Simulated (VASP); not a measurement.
A run of VASP 6.6.1 is set up as follows.

Contents of INCAR:

```
PREC = Accurate
ENCUT = 520
EDIFF = 1E-6
ISMEAR = -1
SIGMA = 0.05
LREAL = False
LASPH = True
NELM = 80
ALGO = Normal
ISIF = 2
LWAVE = False
LCHARG = False
GGA = PE
NBANDS = 19
```

KPOINTS

```
Automatic mesh
0
Gamma
  9 9 9
```

POSCAR

```
Zr
1.0
    0.0000000000      3.0812078526      3.0812078526
    3.0812078526      0.0000000000      3.0812078526
    3.0812078526      3.0812078526      0.0000000000
Zr
2
Direct
   -0.0875000000     -0.1375000000     -0.1375000000
    0.0875000000      0.1375000000      0.1375000000
```

Potentials or basis: VASP PAW PBE potentials, release 64 (Zr_sv).

Launch:

```bash
$ cat potpaw_PBE.64/Zr_sv/POTCAR > POTCAR
$ mpirun -np 1 vasp_std > vasp.out
```

Q: What does it give for the pressure?

A: 2.7 GPa.

Q: What does it give for the band gap on the k mesh?

A: Zero (band 12 reaches 6.16 eV, above the bottom of band 13 at 5.71 eV).

Q: Predict the largest force.

A: 0.329 eV/Å.

Stress tensor (GPa, compression positive):
```
 2.68  3.84  3.84
 3.84  2.68 -3.84
 3.84 -3.84  2.68
```

Caveat: the cell differs from its parent crystal (shortest bond scaled by 1.1).
